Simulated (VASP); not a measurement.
# B (P4/mmm) in VASP: notebook

B is run at these levels: PBE; tasks: single point, relaxation of cell and atoms.

All numbers are computed with VASP 6.6.1; they aren't measurements. Logs are shortened: lines on timing, memory, paths and dates and some standing lists are left out, and cuts for length are marked.

### Step 1. The cell of the first run

Symmetry: P4/mmm, No. 123, tetragonal system. The conventional cell has a = 4.200 Å, b = 4.200 Å, c = 1.918 Å, α = 90.00°, β = 90.00°, γ = 90.00°. B (site symmetry m2m) has 5 B at 1.71 to 1.92 Å within 2.3 Å.

### Step 2. Single point, PBE

The input, INCAR:

```
PREC     = Accurate       # precision mode
ENCUT    = 520            # plane-wave cutoff, eV
EDIFF    = 1E-6           # SCF threshold, eV
ISMEAR   = 0              # smearing method
SIGMA    = 0.1            # smearing width, eV
LREAL    = F              # projectors in reciprocal space
LASPH    = T              # aspherical terms in the spheres
NELM     = 100            # most SCF steps
ALGO     = Normal         # electronic algorithm
ISIF     = 2              # what is computed and relaxed
LWAVE    = F              # write WAVECAR
LCHARG   = F              # write CHGCAR
GGA      = PE             # functional
NBANDS   = 14             # bands
```

The input, KPOINTS:

```
Automatic mesh
0
Gamma
  12 12 24
```

The input, POSCAR:

```
B
1.0
    4.2002275674      0.0000000000      0.0000000000
    0.0000000000      4.2002275674      0.0000000000
    0.0000000000      0.0000000000      1.9175552015
B
4
Direct
    0.2032034810      0.5000000000      0.0000000000
    0.7967965190      0.5000000000      0.0000000000
    0.5000000000      0.2032034810      0.0000000000
    0.5000000000      0.7967965190      0.0000000000
```

Potentials or basis: VASP PAW PBE potentials, release 64 (B).

Started as:

```
$ cat potpaw_PBE.64/B/POTCAR > POTCAR
$ mpirun -np 1 vasp_std > vasp.out
```

OUTCAR:

```text
PREC = Accurate
   ENCUT = 520
   EDIFF = 1E-6
   ISMEAR = 0
   LREAL = F
   LASPH = T
   NELM = 100
   ISIF = 2
   GGA = PE

 ion  position               nearest neighbor table
   1  0.203  0.500  0.000-   2 1.71   3 1.76   4 1.76
   2  0.797  0.500  0.000-   1 1.71   3 1.76   4 1.76
   3  0.500  0.203  0.000-   4 1.71   2 1.76   1 1.76
   4  0.500  0.797  0.000-   3 1.71   2 1.76   1 1.76

  LATTYP: Found a simple tetragonal cell.
 ALAT       =     4.2002275674
 C/A-ratio  =     0.4565360259

  Lattice vectors:

 A1 = (   4.2002275674,   0.0000000000,   0.0000000000)
 A2 = (   0.0000000000,   4.2002275674,   0.0000000000)
 A3 = (   0.0000000000,   0.0000000000,   1.9175552015)

Analysis of symmetry for initial positions (statically):
=====================================================================
 Subroutine PRICEL returns:
 Original cell was already a primitive cell.

 Routine SETGRP: Setting up the symmetry group for a
 simple tetragonal supercell.

 Subroutine GETGRP returns: Found 16 space group operations
 (whereof 16 operations were pure point group operations)
 out of a pool of 16 trial point group operations.

The static configuration has the point symmetry D_4h.

Analysis of symmetry for dynamics (positions and initial velocities):
=====================================================================
 Subroutine PRICEL returns:
 Original cell was already a primitive cell.

 Routine SETGRP: Setting up the symmetry group for a
 simple tetragonal supercell.

 Subroutine GETGRP returns: Found 16 space group operations
 (whereof 16 operations were pure point group operations)
 out of a pool of 16 trial point group operations.

The dynamic configuration has the point symmetry D_4h.

 Subroutine INISYM returns: Found 16 space group operations
 (whereof 16 operations are pure point group operations),
 and found     1 'primitive' translations

----------------------------------------------------------------------------------------

                                     Primitive cell

  volume of cell :      33.8293

  direct lattice vectors                    reciprocal lattice vectors
     4.200227567  0.000000000  0.000000000     0.238082338  0.000000000  0.000000000
     0.000000000  4.200227567  0.000000000     0.000000000  0.238082338  0.000000000
     0.000000000  0.000000000  1.917555201     0.000000000  0.000000000  0.521497373

  length of vectors
     4.200227567  4.200227567  1.917555201     0.238082338  0.238082338  0.521497373

  position of ions in fractional coordinates (direct lattice)
     0.203203481  0.500000000  0.000000000
     0.796796519  0.500000000  0.000000000
     0.500000000  0.203203481  0.000000000
     0.500000000  0.796796519  0.000000000

  ion indices of the primitive-cell ions
   primitive index   ion index
                 1           1
                 2           2
                 3           3
                 4           4

----------------------------------------------------------------------------------------

 KPOINTS: Automatic mesh

Automatic generation of k-mesh.
 Grid dimensions read from file:
 generate k-points for:   12   12   24

 Generating k-lattice:

  Cartesian coordinates                     Fractional coordinates (reciprocal lattice)
     0.019840195  0.000000000  0.000000000     0.083333333  0.000000000  0.000000000
     0.000000000  0.019840195  0.000000000     0.000000000  0.083333333  0.000000000
     0.000000000  0.000000000  0.021729057     0.000000000  0.000000000  0.041666667

  Length of vectors
     0.019840195  0.019840195  0.021729057

  Shift w.r.t. Gamma in fractional coordinates (k-lattice)
     0.000000000  0.000000000  0.000000000

 Subroutine IBZKPT returns following result:
 ===========================================

 Found    364 irreducible k-points:

 Following reciprocal coordinates:
            Coordinates               Weight
  0.000000  0.000000  0.000000      1.000000
  0.083333  0.000000  0.000000      4.000000
  0.166667  0.000000  0.000000      4.000000
  0.250000  0.000000  0.000000      4.000000
  0.333333  0.000000  0.000000      4.000000
  0.416667  0.000000  0.000000      4.000000
[... 16 lines left out ...]
  0.333333  0.333333  0.000000      4.000000
  0.416667  0.333333  0.000000      8.000000
 [... further k-points ...]
   k-points           NKPTS =    364   k-points in BZ     NKDIM =    364   number of bands    NBANDS=     14
   number of dos      NEDOS =    301   number of ions     NIONS =      4
   total plane-waves  NPLWV =  14336
   dimension x,y,z NGX =    32 NGY =   32 NGZ =   14
   dimension x,y,z NGXF=    64 NGYF=   64 NGZF=   28
   ions per type =               4
   NGX,Y,Z   is equivalent  to a cutoff of  12.67, 12.67, 12.14 a.u.
   NGXF,Y,Z  is equivalent  to a cutoff of  25.33, 25.33, 24.28 a.u.
 SYSTEM =  unknown system
   PREC   = accura    normal or accurate (medium, high low for compatibility)
   ISTART =      0    job   : 0-new  1-cont  2-samecut
   ICHARG =      2    charge: 1-file 2-atom 10-const
   ISPIN  =      1    spin polarized calculation?
   LNONCOLLINEAR =      F non collinear calculations
   LSORBIT =      F    spin-orbit coupling
   LASPH  =      T    aspherical Exc in radial PAW
   ENCUT  =  520.0 eV  38.22 Ry    6.18 a.u.   7.81  7.81  3.57*2*pi/ulx,y,z
   NELM   =    100;   NELMIN=  2; NELMDL= -5     # of ELM steps
   EDIFF  = 0.1E-05   stopping-criterion for ELM
   LREAL  =      F    real-space projection
   EDIFFG = 0.1E-04   stopping-criterion for IOM
   NSW    =      0    number of steps for IOM
   IBRION =     -1    ionic relax: 0-MD 1-quasi-New 2-CG
   NFREE  =      0    steps in history (QN), initial steepest desc. (CG)
   ISIF   =      2    stress and relaxation
   ISYM   =      2    0-nonsym 1-usesym 2-fastsym
   POTIM  = 0.5000    time-step for ionic-motion
   TEBEG  =    0.0;   TEEND  =   0.0 temperature during run
   PSTRESS=    0.0 pullay stress
   NELECT =      12.0000    total number of electrons
   NUPDOWN=      -1.0000    fix difference up-down
   EMIN   =  10.00;   EMAX   =-10.00  energy-range for DOS
   EFERMI =   0.00;   METHOD = LEGACY
   ISMEAR =     0;   SIGMA  =   0.10  broadening in eV -4-tet -1-fermi 0-gaus
   EFERMI_NEDOS =   21; number of points for ismear=-14 and -15
   IALGO  =     38    algorithm
   IMIX   =      4    mixing-type and parameters
     AMIX     =   0.40;   BMIX     =  1.00
     AMIX_MAG =   1.60;   BMIX_MAG =  1.00
  volume/ion in A,a.u.               =       8.46        57.07
  Fermi-wavevector in a.u.,A,eV,Ry     =   1.158877  2.189960 18.272574  1.342996
  Thomas-Fermi vector in A             =   2.295475
   LORBIT       =      0    0 simple, 1 ext, 2 COOP (PROOUT), +10 PAW based schemes
   GGA     = PE    functional components
   LHFCALC =     F    Hartree Fock is set to
   AEXX    =    0.0000 exact exchange contribution
   IVDW    =     0    specifies the selected vdW correction
   LEPSILON=     F    determine dielectric tensor
   LRPA    =     F    only Hartree local field effects (RPA)
 non-spin polarized calculation
 Gauss-broadening in eV      SIGMA  =   0.10
  energy-cutoff  :      520.00
  volume of cell :       33.83
 maximum number of plane-waves:       932
 NGX is ok and might be reduce to    32
   NGX = 15   NGY = 15   NGZ =  7

 number of electron      11.9999999 magnetization

 Free energy of the ion-electron system (eV)
  ---------------------------------------------------
  ext. energy  EPLUGINS =         0.00000000
  ---------------------------------------------------
  free energy    TOTEN  =       -23.45565803 eV

  energy without entropy =      -23.45226251  energy(sigma->0) =      -23.45396027

 E-fermi :   4.5508     XC(G=0): -10.7467

 val. band max:        4.5488059906   @ k =   0.0833   0.0000   0.5000
 cond. band min:       4.5557528026   @ k =   0.4167   0.0000   0.3750
 fundamental gap:      0.0069468120
 Fermi energy:         4.5508047995

 k-point     1 :       0.0000    0.0000    0.0000
  band No.  band energies     occupation
      1     -10.2853      2.00000
      2      -4.1840      2.00000
      3      -3.0575      2.00000
      4      -3.0575      2.00000
      5      -2.9293      2.00000
      6       2.2788      2.00000
      7       8.0153      0.00000
      8       8.0153      0.00000
      9      11.2254      0.00000
     10      16.2211      0.00000
     11      16.2211      0.00000
     12      17.3179      0.00000
     13      17.4921      0.00000
     14      19.2670      0.00000

 k-point     2 :       0.0833    0.0000    0.0000
  band No.  band energies     occupation
      1     -10.2508      2.00000
      2      -4.5374      2.00000
      3      -3.3769      2.00000
      4      -3.0198      2.00000
      5      -2.1989      2.00000
      6       2.1035      2.00000
      7       7.8461      0.00000
      8       8.2820      0.00000
      9      11.5328      0.00000
     10      15.3310      0.00000
     11      16.2229      0.00000
     12      17.3505      0.00000
     13      18.0713      0.00000
     14      19.1107      0.00000

 k-point     3 :       0.1667    0.0000    0.0000
  band No.  band energies     occupation
      1     -10.1502      2.00000
      2      -5.2326      2.00000
      3      -3.4441      2.00000
      4      -2.9097      2.00000
      5      -1.2750      2.00000
      6       1.6643      2.00000
      7       7.5011      0.00000
      8       8.9960      0.00000
      9      12.2775      0.00000
     10      13.9132      0.00000
     11      16.2127      0.00000
     12      17.4461      0.00000
     13      18.6423      0.00000
     14      18.6684      0.00000
[... 324 lines left out ...]
 k-point    23 :       0.3333    0.3333    0.0000
  band No.  band energies     occupation
      1      -9.2989      2.00000
      2      -6.3907      2.00000
      3      -6.0312      2.00000
      4      -1.2244      2.00000
      5       1.0115      2.00000
      6       1.3843      2.00000
      7       9.1936      0.00000
      8       9.9739      0.00000
      9      10.8920      0.00000
     10      11.7729      0.00000
     11      15.5596      0.00000
     12      16.5929      0.00000
     13      18.3212      0.00000
     14      19.8440      0.00000

 k-point    24 :       0.4167    0.3333    0.0000
  band No.  band energies     occupation
      1      -9.1118      2.00000
      2      -6.6807      2.00000
      3      -6.1092      2.00000
      4      -1.4670      2.00000
      5       1.2511      2.00000
      6       1.8993      2.00000
      7       9.2627      0.00000
      8       9.9321      0.00000
      9      10.5694      0.00000
     10      11.9908      0.00000
     11      14.8658      0.00000
     12      16.5168      0.00000
     13      18.5537      0.00000
     14      19.6737      0.00000

 [... further k-points ...]
[... 5 lines left out ...]
  --------------------------------------------------------------------------------------
  -------------------------------------------------------------------------------------
  Total        0.0020288      0.0020288     -0.0030767      0.0000000      0.0000000     -0.0000000
  in kB        0.0960837      0.0960837     -0.1457135      0.0000000      0.0000000     -0.0000000
  external PRESSURE =       0.0154846 kB  Pullay stress =       0.0000000 kB

 VOLUME and BASIS-vectors are now :
 -----------------------------------------------------------------------------
  energy-cutoff  :      520.00
  volume of cell :       33.83
      direct lattice vectors                 reciprocal lattice vectors
     4.200227567  0.000000000  0.000000000     0.238082338  0.000000000  0.000000000
     0.000000000  4.200227567  0.000000000     0.000000000  0.238082338  0.000000000
     0.000000000  0.000000000  1.917555201     0.000000000  0.000000000  0.521497373

 POSITION                                       TOTAL-FORCE (eV/Angst)
 -----------------------------------------------------------------------------------
      0.85350      2.10011      0.00000        -0.001735      0.000000      0.000000
      3.34673      2.10011      0.00000         0.001735     -0.000000      0.000000
      2.10011      0.85350      0.00000        -0.000000     -0.001735     -0.000000
      2.10011      3.34673      0.00000         0.000000      0.001735      0.000000
 -----------------------------------------------------------------------------------
    total drift:                                0.000000     -0.000000     -0.000000

  FREE ENERGIE OF THE ION-ELECTRON SYSTEM (eV)
  ---------------------------------------------------
  free  energy   TOTEN  =       -23.4556580253 eV

  energy  without entropy=      -23.4522625111  energy(sigma->0) =      -23.45396027
```

Run time: 31 s. Hardware: 1 thread of Intel Xeon 6975P-C (Granite Rapids), shared host; peak memory 0.23 GiB.

Results:

| Quantity | Value |
| --- | --- |
| Free energy | -23.4557 eV |
| Pressure | 0.0 GPa |
| Band gap on the k mesh | zero (band 6 reaches 5.32 eV, above the bottom of band 7 at 3.77 eV) |

Levels at points of the mesh, in eV from the Fermi level:
| k point | band 4 | band 5 | band 6 | band 7 | band 8 | band 9 |
| --- | --- | --- | --- | --- | --- | --- |
| (0.00, 0.00, 0.00) | -7.61 | -7.48 | -2.27 | 3.46 | 3.46 | 6.67 |
| (0.50, 0.00, 0.00) | -6.81 | -4.51 | -3.34 | 2.86 | 4.72 | 9.01 |
| (0.50, 0.50, 0.00) | -6.47 | -2.24 | -2.24 | 4.89 | 5.00 | 5.43 |
| (0.00, 0.00, 0.50) | -1.68 | -0.80 | -0.80 | -0.78 | -0.04 | -0.04 |
| (0.50, 0.00, 0.50) | -2.92 | -1.24 | -0.70 | 0.91 | 1.08 | 1.34 |
| (0.50, 0.50, 0.50) | -4.67 | -2.48 | -2.48 | -0.15 | 2.73 | 2.73 |

### Step 3. Relaxation of cell and atoms, PBE

The input, INCAR:

```
PREC = Accurate ; ENCUT = 600
EDIFF = 1E-6 ; ISMEAR = 0
SIGMA = 0.1 ; LREAL = False
LASPH = True ; NELM = 100
ALGO = Normal ; ISIF = 3
LWAVE = False ; LCHARG = False
GGA = PE ; IBRION = 2
NSW = 100 ; EDIFFG = -0.01
```

The input, KPOINTS:

```
regular mesh
0
Gamma
  12 12 24
```

The input, POSCAR:

```
B
1.0
    4.2017848671      0.0000000000      0.0000000000
    0.0000000000      4.2017848671      0.0000000000
    0.0000000000      0.0000000000      1.9186901375
B
4
Direct
    0.2021269406      0.5000000000      0.0000000000
    0.7978730594      0.5000000000      0.0000000000
    0.5000000000      0.2021269406      0.0000000000
    0.5000000000      0.7978730594      0.0000000000
```

Potentials or basis: VASP PAW PBE potentials, release 64 (B).

Started as:

```
$ cat potpaw_PBE.64/B/POTCAR > POTCAR
$ mpirun -np 1 vasp_std > vasp.out
```

Wall time 62 s (1 thread of Intel Xeon 6975P-C (Granite Rapids), shared host); peak memory 0.24 GiB.

Results (log left out):

```yaml
Free_energy: -23.4595 eV
Relaxed_volume: 8.46 Å³/atom
Relaxed_cell: a = 4.200 Å, b = 4.200 Å, c = 1.918 Å, α = 90.00°, β = 90.00°, γ = 90.00°
Space_group_after_relaxing_to_0.05_Å: P4/mmm (No. 123)
Energy_gained_by_relaxing: 0.5 meV/atom
Ionic_steps: 3
Pressure_after_relaxing: -0.1 GPa
Band_gap_on_the_k_mesh: zero (band 6 reaches 5.32 eV, above the bottom of band 7 at 3.76 eV)
```

Stress tensor (GPa, compression positive):
```
 0.01  0.00  0.00
 0.00  0.01  0.00
 0.00  0.00 -0.18
```

Step by step:
```
step  energy change (eV)  largest force (eV/Å)  pressure (GPa)  volume (Å³)
   1              0.0000                0.2087           -0.34        33.87
   2              0.0011                0.2589            0.37        33.79
   3             -0.0019                0.0002           -0.05        33.84
```

Final structure:
```cif
data_structure
_symmetry_space_group_name_H-M 'P 1'
_symmetry_Int_Tables_number 1
_cell_length_a 4.1999
_cell_length_b 4.1999
_cell_length_c 1.9182
_cell_angle_alpha 90.000
_cell_angle_beta 90.000
_cell_angle_gamma 90.000
_cell_volume 33.84
loop_
_atom_site_label
_atom_site_type_symbol
_atom_site_fract_x
_atom_site_fract_y
_atom_site_fract_z
_atom_site_occupancy
B1 B 0.20319 0.50000 0.00000 1
B2 B 0.79681 0.50000 0.00000 1
B3 B 0.50000 0.20319 0.00000 1
B4 B 0.50000 0.79681 0.00000 1
```

Levels at points of the mesh, in eV from the Fermi level:
```csv
k point,band 2,band 3,band 4,band 5,band 6,band 7,band 8,band 9,band 10
"(0.00, 0.00, 0.00)",-8.73,-7.60,-7.60,-7.47,-2.27,3.47,3.47,6.68,11.68
"(0.50, 0.00, 0.00)",-11.63,-7.94,-6.80,-4.50,-3.34,2.86,4.73,9.02,9.32
"(0.50, 0.50, 0.00)",-11.28,-11.28,-6.47,-2.23,-2.23,4.90,5.01,5.44,9.13
"(0.00, 0.00, 0.50)",-5.82,-1.92,-1.68,-0.79,-0.79,-0.79,-0.04,-0.04,3.10
"(0.50, 0.00, 0.50)",-5.48,-4.75,-2.92,-1.24,-0.70,0.91,1.08,1.34,1.85
"(0.50, 0.50, 0.50)",-5.21,-4.67,-4.67,-2.48,-2.48,-0.15,2.73,2.73,4.16
```
